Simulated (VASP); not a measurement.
Wanted: the native input for a VASP 6.6.1 run.

```
Task                   : single point
Functional             : PBE
Potentials or basis    : VASP PAW PBE potentials, release 64 (Ba_sv, Ti_sv, O)
Cutoff                 : 520 eV
k mesh                 : 8 × 8 × 8
Occupations            : gaussian, width 0.02 eV
Spin                   : no spin polarisation
Dipole correction      : no
Further INCAR settings : ALGO = Normal; EDIFF = 1e-06; NBANDS = 28
```

The structure of BaTiO3 lies in POSCAR:

```
BaTiO3
1.0
    4.0192509337      0.0000000000      0.0000000000
    0.0000000000      4.0192509337      0.0000000000
    0.0000000000      0.0000000000      4.0192509337
Ba Ti O
1 1 3
Direct
    0.5000000000      0.5000000000      0.5000000000
    0.0000000000      0.0000000000      0.0000000000
    0.5000000000      0.0000000000      0.0000000000
    0.0000000000      0.5000000000      0.0000000000
    0.0000000000      0.0000000000      0.5000000000
```

The input as run:

INCAR

```
  PREC = Accurate
  ENCUT = 520
  EDIFF = 1E-6
  ISMEAR = 0
  SIGMA = 0.02
  LREAL = False
  LASPH = True
  NELM = 80
  ALGO = Normal
  ISIF = 2
  LWAVE = False
  LCHARG = True
  GGA = PE
  LELF = True
  LVHAR = True
  NBANDS = 28
```

KPOINTS

```
Automatic mesh
0
Gamma
  8 8 8
```

Potentials or basis: VASP PAW PBE potentials, release 64 (Ba_sv, Ti_sv, O).

Command:

```bash
$ cat potpaw_PBE.64/Ba_sv/POTCAR potpaw_PBE.64/Ti_sv/POTCAR potpaw_PBE.64/O/POTCAR > POTCAR
$ mpirun -np 1 vasp_std > vasp.out
```

Results of the run:

```
Pressure               : 1.7 GPa
Band gap on the k mesh : 1.72 eV, indirect (least direct gap 1.88 eV)
```

Caveat: spin-orbit coupling is left out, which moves the levels of the heavy elements.

Wall time 28 s on 1 thread of AMD EPYC 9R45 96-Core Processor (Zen 5), with other jobs on the host, peak memory 0.18 GiB.
